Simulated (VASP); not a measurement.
# InSe in VASP: further runs, part 2 of 2

VASP 6.6.1. The steps go on from the part before.

## (3) Single point, PBE+D3(BJ) (layers slid over each other)

Input file INCAR:

```
  PREC = Accurate
  ENCUT = 520
  EDIFF = 1E-6
  ISMEAR = 0
  SIGMA = 0.05
  LREAL = F
  LASPH = T
  NELM = 100
  ALGO = Normal
  ISIF = 2
  LWAVE = F
  LCHARG = T
  LDIPOL = T
  IDIPOL = 3
  DIPOL = 0.5 0.5 0.415
  GGA = PE
  IVDW = 12
  LELF = T
  LVHAR = T
  LVACPOTAV = T
  NBANDS = 48
```

Input file KPOINTS:

```
regular mesh
0
Gamma
  9 9 1
```

Input file POSCAR:

```
InSe
1.0
    4.0266103640      0.0000000000      0.0000000000
   -2.0133051820      3.4871468663      0.0000000000
    0.0000000000      0.0000000000     28.2707108021
Se In
4 4
Direct
    0.0000000000      0.0000000000      0.1591753399
    0.0000000000      0.0000000000      0.3496677346
    0.0000000000      0.2222222222      0.4808989592
    0.0000000000      0.2222222222      0.6713913539
    0.6666666667      0.3333333333      0.2049979895
    0.6666666667      0.3333333333      0.3038451603
    0.6666666667      0.5555555556      0.5267216088
    0.6666666667      0.5555555556      0.6255687796
```

Potentials or basis: VASP PAW PBE potentials, release 64 (Se, In_d).

Command:

```sh
cat potpaw_PBE.64/Se/POTCAR potpaw_PBE.64/In_d/POTCAR > POTCAR
mpirun -np 1 vasp_std > vasp.out
```

OUTCAR:

```text
PREC = Accurate
   ENCUT = 520
   EDIFF = 1E-6
   ISMEAR = 0
   LREAL = F
   LASPH = T
   NELM = 100
   ISIF = 2
   GGA = PE
   IVDW = 12
 IVDW          = 12

 ion  position               nearest neighbor table
   1  0.000  0.000  0.159-   5 2.66   5 2.66   5 2.66
   2  0.000  0.000  0.350-   6 2.66   6 2.66   6 2.66
   3  0.000  0.222  0.481-   7 2.66   7 2.66   7 2.66
   4  0.000  0.222  0.671-   8 2.66   8 2.66   8 2.66
   5  0.667  0.333  0.205-   1 2.66   1 2.66   1 2.66   6 2.79
   6  0.667  0.333  0.304-   2 2.66   2 2.66   2 2.66   5 2.79
   7  0.667  0.556  0.527-   3 2.66   3 2.66   3 2.66   8 2.79
   8  0.667  0.556  0.626-   4 2.66   4 2.66   4 2.66   7 2.79

  LATTYP: Found a hexagonal cell.
 ALAT       =     4.0266103640
 C/A-ratio  =     7.0209700583

  Lattice vectors:

 A1 = (   4.0266103640,   0.0000000000,   0.0000000000)
 A2 = (  -2.0133051820,   3.4871468663,   0.0000000000)
 A3 = (   0.0000000000,   0.0000000000,  28.2707108021)

Analysis of symmetry for initial positions (statically):
=====================================================================
 Subroutine PRICEL returns:
 Original cell was already a primitive cell.

 Routine SETGRP: Setting up the symmetry group for a
 hexagonal supercell.

 Subroutine GETGRP returns: Found  2 space group operations
 (whereof  1 operations were pure point group operations)
 out of a pool of 24 trial point group operations.

The static configuration has the point symmetry C_1 .
 The point group associated with its full space group is C_2 .

Analysis of symmetry for dynamics (positions and initial velocities):
=====================================================================
 Subroutine PRICEL returns:
 Original cell was already a primitive cell.

 Routine SETGRP: Setting up the symmetry group for a
 hexagonal supercell.

 Subroutine GETGRP returns: Found  2 space group operations
 (whereof  1 operations were pure point group operations)
 out of a pool of 24 trial point group operations.

[... 141 lines left out ...]
   LEPSILON=     F    determine dielectric tensor
   LRPA    =     F    only Hartree local field effects (RPA)
 non-spin polarized calculation
 Gauss-broadening in eV      SIGMA  =   0.05
  energy-cutoff  :      520.00
  volume of cell :      396.96
 maximum number of plane-waves:     10749
 NGX is ok and might be reduce to    30
   NGX = 15   NGY = 15   NGZ =105

 number of electron      75.9999998 magnetization

 dipolmoment           0.000000      0.000000     -0.000027 electrons x Angstroem

 Free energy of the ion-electron system (eV)
  ---------------------------------------------------
  ext. energy  EPLUGINS =         0.00000000
  ---------------------------------------------------
  free energy    TOTEN  =       -28.39017459 eV

  energy without entropy =      -28.39017459  energy(sigma->0) =      -28.39017459

 E-fermi :   0.0225     XC(G=0):  -5.6968

 val. band max:       -0.2602929671   @ k =   0.1111  -0.0000   0.0000
 cond. band min:       0.9617672923   @ k =   0.0000   0.0000   0.0000
 fundamental gap:      1.2220602594
 Fermi energy:         0.0225204315

 k-point     1 :       0.0000    0.0000    0.0000
  band No.  band energies     occupation
      1     -14.5152      2.00000
      2     -14.5150      2.00000
      3     -14.3320      2.00000
      4     -14.3319      2.00000
      5     -14.3315      2.00000
      6     -14.3314      2.00000
[... 1213 lines left out ...]
     47       5.2585      0.00000
     48       5.3530      0.00000

 [... further k-points ...]

------------------------ aborting loop because EDIFF is reached ----------------------------------------

 Edisp (eV)   -1.96709

 E8    (eV) :    -0.9221

  FORCE on cell =-STRESS in cart. coord.  units (eV):
  Direction    XX          YY          ZZ          XY          YZ          ZX
  --------------------------------------------------------------------------------------
  -------------------------------------------------------------------------------------
  Total      -0.07150    -0.05482    -0.21385    -0.01445     0.09647    -0.05570
  in kB      -0.28858    -0.22126    -0.86312    -0.05831     0.38936    -0.22479
  external pressure =       -0.46 kB  Pullay stress =        0.00 kB

 VOLUME and BASIS-vectors are now :
 -----------------------------------------------------------------------------
  energy-cutoff  :      520.00
  volume of cell :      396.96
      direct lattice vectors                 reciprocal lattice vectors
     4.026610364  0.000000000  0.000000000     0.248347843  0.143383694  0.000000000
    -2.013305182  3.487146866  0.000000000     0.000000000  0.286767388  0.000000000
     0.000000000  0.000000000 28.270710802     0.000000000  0.000000000  0.035372298

 POSITION                                       TOTAL-FORCE (eV/Angst)
 -----------------------------------------------------------------------------------
      0.00000      0.00000      4.50000         0.000159     -0.000655     -0.012190
      0.00000      0.00000      9.88536         0.011373     -0.022532      0.041878
     -0.44740      0.77492     13.59536        -0.013827      0.021115     -0.041878
     -0.44740      0.77492     18.98071        -0.000488      0.000465      0.012190
      2.01331      1.16238      5.79544         0.000720     -0.001959      0.013065
      2.01331      1.16238      8.58992         0.000527      0.003014      0.002314
      1.56590      1.93730     14.89079         0.002874     -0.001051     -0.002314
      1.56590      1.93730     17.68527        -0.001337      0.001603     -0.013065
 -----------------------------------------------------------------------------------
    total drift:                                0.000169     -0.000091     -0.003213

  FREE ENERGIE OF THE ION-ELECTRON SYSTEM (eV)
  ---------------------------------------------------
  free  energy   TOTEN  =       -30.3572682165 eV

  energy  without entropy=      -30.3572682165  energy(sigma->0) =      -30.35726822

 vacuum level on the upper side and lower side of the slab         5.493         5.494
```

stdout:

```text
POSCAR found type information on POSCAR SeIn
 POSCAR found :  2 types and       8 ions
 scaLAPACK will be used
 LDA part: xc-table for (Slater+PW92), standard interpolation
 POSCAR, INCAR and KPOINTS ok, starting setup
 FFT: planning ... GRIDC
 FFT: planning ... GRID_SOFT
 FFT: planning ... GRID
 WAVECAR not read
 entering main loop
 -----------------------------------------------------------------------------
|                                                                             |
|           W    W    AA    RRRRR   N    N  II  N    N   GGGG   !!!           |
|           W    W   A  A   R    R  NN   N  II  NN   N  G    G  !!!           |
|           W    W  A    A  R    R  N N  N  II  N N  N  G       !!!           |
|           W WW W  AAAAAA  RRRRR   N  N N  II  N  N N  G  GGG   !            |
|           WW  WW  A    A  R   R   N   NN  II  N   NN  G    G                |
|           W    W  A    A  R    R  N    N  II  N    N   GGGG   !!!           |
|                                                                             |
|     Did not find any points to average over, which means that no vacuum     |
|     field-free region was found. Please increase the size of  your cell     |
|     in the dimension of the dipole correction to obtain accurate            |
|     workfunction values.                                                    |
|                                                                             |
 -----------------------------------------------------------------------------
```

Run time: 25 min. Hardware: 1 thread of Intel Xeon 8259CL, shared host; peak memory 0.67 GiB.

What came out:

* Free energy: -30.3573 eV
* Largest force: 0.049 eV/Å
* Band gap on the k mesh: 1.22 eV (least direct gap 1.27 eV)
* Dispersion energy per atom: -0.246 eV

Forces on the atoms (eV/Å):
```
Se   0.000 -0.001 -0.012
Se   0.011 -0.023  0.042
Se  -0.014  0.021 -0.042
Se   0.000  0.000  0.012
In   0.001 -0.002  0.013
In   0.001  0.003  0.002
In   0.003 -0.001 -0.002
In  -0.001  0.002 -0.013
```

Caveat: the cell differs from its parent crystal (layers slid over each other); spin-orbit coupling is left out, which moves the levels of the heavy elements.
